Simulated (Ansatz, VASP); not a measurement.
## One calculation of MgO, two programs

```
Mg O
1.0
     2.60796   -0.06287   -0.06287
    -0.06287    2.60796   -0.06287
    -0.06287   -0.06287    2.60796
Mg O
1 1
Direct
  0.00000 0.00000 0.00000
  0.50000 0.50000 0.50000
```

Change from the starting cell: epitaxial_111 strain +1.8%.

Alike in both runs: task single point; functional HSE06; k mesh 6 × 6 × 6; no spin polarisation.

```csv
,VASP,Ansatz
version,VASP 6.6.1,Ansatz 0.2.0
potentials or method,"VASP PAW PBE potentials, release 64 (Mg, O)","plane waves, PAW"
plane-wave cutoff (eV),520,420
occupations,"gaussian, width 0.01 eV",fixed
valence electrons in the cell,8,16
```

|  | VASP | Ansatz | Ansatz less VASP |
| --- | --- | --- | --- |
| gap on the k mesh at the Fermi level (eV) | 4.39 | 4.45 | +0.059 |
| pressure (GPa) | 2.7 | 3.1 | +0.40 |
| traceless stress, the component that is largest in VASP (GPa) | -1.99 | -2.02 | -0.033 |

VASP's potentials hold 8 valence electrons a cell and Ansatz's 16, so a difference there can come from the potentials and not from the codes. Ansatz's warnings: stress exchange threshold loose, stress scf threshold loose.
